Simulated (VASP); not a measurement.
Mo, 1 atom in the cell. Symmetry: Fm-3m, No. 225, cubic system. Conventional cell: a = 3.962 Å, b = 3.962 Å, c = 3.962 Å, α = 90.00°, β = 90.00°, γ = 90.00°. Mo (site symmetry m-3m) has 12 Mo at 2.80 Å within 3.7 Å.  This cell differs from its parent crystal: volume scaled by 0.96.

| Item | Value |
| --- | --- |
| Program | VASP 6.6.1 |
| Task | single point |
| Functional | revPBE |
| Potentials or basis | VASP PAW PBE potentials, release 64 (Mo_sv) |
| Cutoff | 520 eV |
| k mesh | 15 × 15 × 15 |
| Occupations | fermi-dirac, width 0.1 eV |
| Spin | no spin polarisation |
| Dipole correction | no |
| Further INCAR settings | ALGO = Normal; EDIFF = 1e-07; NBANDS = 13 |

Potentials or basis: VASP PAW PBE potentials, release 64 (Mo_sv).

Command:

```console
$ cat potpaw_PBE.64/Mo_sv/POTCAR > POTCAR
$ mpirun -np 1 vasp_std > vasp.out
```

Hardware: 1 thread of AMD EPYC 7R43 64-Core Processor (Zen 3), with other jobs on the host.

Problem. Estimate the wall time of this run.

Solution. Wall time 41 s on 1 thread of AMD EPYC 7R43 64-Core Processor (Zen 3), with other jobs on the host, peak memory 0.12 GiB. Counts: scf iterations 13, k points 120.
